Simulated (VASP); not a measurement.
Write the native input for VASP 6.6.1 that does the following.

* Task: relaxation of shape and atoms at fixed volume
* Functional: PBE
* Potentials or basis: VASP PAW PBE potentials, release 64 (Li_sv, Cu)
* Cutoff: 600 eV
* k mesh: 20 × 20 × 16
* Occupations: gaussian, width 0.1 eV
* Spin: no spin polarisation
* Dipole correction: no
* Further INCAR settings: ALGO = Fast; EDIFF = 1e-06; IBRION = 2; EDIFFG = -0.01; NSW = 50; ISIF = 4

The structure of LiCu lies in POSCAR:

```
LiCu
1.0
    2.5261778680      0.0000000000      0.0000000000
    0.0000000000      2.5261778680      0.0000000000
    0.0000000000      0.0000000000      3.7997980277
Li Cu
1 1
Direct
    0.5000000000      0.5000000000      0.5000000000
    0.0000000000      0.0000000000      0.0000000000
```

One way to write it, as run:

INCAR

```
ALGO = Fast
EDIFF = 1E-6
EDIFFG = -0.01
ENCUT = 600
GGA = PE
IBRION = 2
ISIF = 4
ISMEAR = 0
LASPH = T
LCHARG = F
LREAL = F
LWAVE = F
NELM = 80
NSW = 50
PREC = Accurate
SIGMA = 0.1
```

KPOINTS

```
k-points
0
Gamma
  20 20 16
```

Potentials or basis: VASP PAW PBE potentials, release 64 (Li_sv, Cu).

The run is started by

```bash
$ cat potpaw_PBE.64/Li_sv/POTCAR potpaw_PBE.64/Cu/POTCAR > POTCAR
$ mpirun -np 1 vasp_std > vasp.out
```

It gave:

* Energy gained by relaxing: 0.5 meV/atom
* Ionic steps: 4
* Pressure after relaxing: 3.8 GPa
* Band gap on the k mesh: zero (bands 7 and 8 overlap by 6.93 eV)

Caveat: the cutoff is under 1.25 times the usual one of these potentials, so pressure, stress and relaxed cells hold a basis-set (Pulay) error.

It took 7.3 min on 1 thread of Intel(R) Xeon(R) Platinum 8259CL CPU @ 2.50GHz (Skylake/Cascade Lake), with other jobs on the host, peak memory 0.33 GiB.
